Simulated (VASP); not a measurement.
Write the native input for VASP 6.6.1 that does the following.

```
Task                   : single point
Functional             : PBE
Potentials or basis    : VASP PAW PBE potentials, release 64 (Li_sv, Si, N)
Cutoff                 : 520 eV
k mesh                 : 6 × 6 × 6
Occupations            : gaussian, width 0.1 eV
Spin                   : collinear spin, ferromagnetic start
Starting moments       : [0.0, 0.0, 0.0, 1.0, 1.0, 1.0] μB
Dipole correction      : no
Further INCAR settings : ALGO = Normal; EDIFF = 1e-07; NBANDS = 26
```

The structure of Li2SiN3 lies in POSCAR:

```
Li2SiN3
1.0
    2.3893331579      1.3794821419      2.5196283826
   -2.3893331579      1.3794821419      2.5196283826
    0.0000000000     -2.7589642838      2.5196283826
Li Si N
2 1 3
Direct
    0.6451988597      0.6451988597      0.6451988597
    0.3548011403      0.3548011403      0.3548011403
    0.0000000000      0.0000000000      0.0000000000
    0.0000000000      0.5000000000      0.0000000000
    0.5000000000      0.0000000000      0.0000000000
    0.0000000000      0.0000000000      0.5000000000
```

The cell was generated, and may not be a known phase.

These files were run (other wordings do the same):

INCAR

```
SYSTEM = Li2SiN3
PREC     = Accurate       ! precision mode
ENCUT    = 520            ! plane-wave cutoff, eV
EDIFF    = 1E-7           ! SCF threshold, eV
ISMEAR   = 0              ! smearing method
SIGMA    = 0.1            ! smearing width, eV
LREAL    = .False.        ! projectors in reciprocal space
LASPH    = .True.         ! aspherical terms in the spheres
NELM     = 150            ! most SCF steps
ALGO     = Normal         ! electronic algorithm
ISIF     = 2              ! what is computed and relaxed
LWAVE    = .False.        ! write WAVECAR
LCHARG   = .False.        ! write CHGCAR
ISPIN    = 2              ! spin polarisation
MAGMOM   = 0 0 0 1 1 1    ! initial moments
LORBIT   = 11             ! projections on sites
GGA      = PE             ! functional
NBANDS   = 26             ! bands
```

KPOINTS

```
Automatic mesh
0
Gamma
  6 6 6
  0 0 0
```

Potentials or basis: VASP PAW PBE potentials, release 64 (Li_sv, Si, N).

Launch:

```sh
$ cat potpaw_PBE.64/Li_sv/POTCAR potpaw_PBE.64/Si/POTCAR potpaw_PBE.64/N/POTCAR > POTCAR
$ mpirun -np 1 vasp_std > vasp.out
```

Results of the run:

```json
{"Largest force": "0.030 eV/Å", "Net moment": "0.00 μB per cell", "Valence electrons inside the program's atomic spheres": "Li 2.10; Si 1.45; N 3.69"}
```

It took 2.2 min on 1 thread of Intel Xeon 8259CL, on a shared host, peak memory 0.2 GiB.
